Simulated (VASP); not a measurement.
Write the native input for VASP 6.6.1 that does the following.

| Item | Value |
| --- | --- |
| Task | single point |
| Functional | PBE |
| Potentials or basis | VASP PAW PBE potentials, release 64 (B, N) |
| Cutoff | 520 eV |
| k mesh | 12 × 12 × 12 |
| Occupations | gaussian, width 0.05 eV |
| Spin | no spin polarisation |
| Dipole correction | no |
| Further INCAR settings | ALGO = Normal; EDIFF = 1e-07; NBANDS = 11 |

The structure of BN lies in POSCAR:

```
BN
1.0
    0.0000000000      1.7858059850      1.7858059850
    1.7858059850      0.0000000000      1.7858059850
    1.7858059850      1.7858059850      0.0000000000
B N
1 1
Direct
    0.0000000000      0.0000000000      0.0000000000
    0.7500000000      0.7500000000      0.7500000000
```

This cell differs from its parent crystal: strain -0.015 along x and y, -0.015 along z.

These files were run (other wordings do the same):

INCAR

```
SYSTEM = BN
ALGO = Normal ; EDIFF = 1E-7
ENCUT = 520 ; GGA = PE
ISIF = 2 ; ISMEAR = 0
LASPH = .True. ; LCHARG = .True.
LELF = .True. ; LREAL = .False.
LVHAR = .True. ; LWAVE = .False.
NBANDS = 11 ; NELM = 80
PREC = Accurate ; SIGMA = 0.05
```

KPOINTS

```
k-points
0
Gamma
  12 12 12
  0 0 0
```

Potentials or basis: VASP PAW PBE potentials, release 64 (B, N).

Launch:

```bash
$ cat potpaw_PBE.64/B/POTCAR potpaw_PBE.64/N/POTCAR > POTCAR
$ mpirun -np 1 vasp_std > vasp.out
```

It gave:

The pressure is 18.2 GPa and the band gap on the k mesh is 4.50 eV, indirect (least direct gap 8.99 eV).

Caveat: the cell differs from its parent crystal (strain -0.015 along x and y, -0.015 along z).

Wall time 6 s on 1 thread of Intel Xeon 6975P-C (shared host), peak memory 0.12 GiB.
